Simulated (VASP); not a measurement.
Wanted: the native input for a VASP 6.6.1 run.

```
Task                   : single point
Functional             : PBE
Potentials or basis    : VASP PAW PBE potentials, release 64 (Ta_pv, Ru_pv)
Cutoff                 : 520 eV
k mesh                 : 6 × 6 × 6
Occupations            : gaussian, width 0.1 eV
Spin                   : no spin polarisation
Dipole correction      : no
Further INCAR settings : ALGO = Fast; EDIFF = 1e-07; NBANDS = 25
```

The structure of Ta2Ru lies in POSCAR:

```
Ta2Ru
1.0
    4.5839440575     -0.0000000033      0.0000000000
   -2.2919720259      3.9698120049      0.0000000000
    0.0000000000      0.0000000000      2.7726369830
Ta Ru
2 1
Direct
    0.3333333333      0.6666666667      0.5000000000
    0.6666666667      0.3333333333      0.5000000000
    0.0000000000      0.0000000000      0.0000000000
```

These files were run (other wordings do the same):

INCAR

```
SYSTEM = Ta2Ru
ALGO = Fast ; EDIFF = 1E-7
ENCUT = 520 ; GGA = PE
ISIF = 2 ; ISMEAR = 0
LASPH = .True. ; LCHARG = .True.
LELF = .True. ; LREAL = .False.
LVHAR = .True. ; LWAVE = .False.
NBANDS = 25 ; NELM = 80
PREC = Accurate ; SIGMA = 0.1
```

KPOINTS

```
k-points
0
Gamma
  6 6 6
  0 0 0
```

Potentials or basis: VASP PAW PBE potentials, release 64 (Ta_pv, Ru_pv).

The run is started by

```bash
$ cat potpaw_PBE.64/Ta_pv/POTCAR potpaw_PBE.64/Ru_pv/POTCAR > POTCAR
$ mpirun -np 1 vasp_std > vasp.out
```

It gave:

- Pressure: 0.2 GPa
- Band gap on the k mesh: zero (band 18 reaches 8.68 eV, above the bottom of band 19 at 6.96 eV)

Caveat: the k points lie up to 0.38 Å⁻¹ apart; spin-orbit coupling is left out, which moves the levels of the heavy elements.

Wall time 25 s on 1 thread of Intel Xeon 6975P-C, on a shared host, peak memory 0.19 GiB.
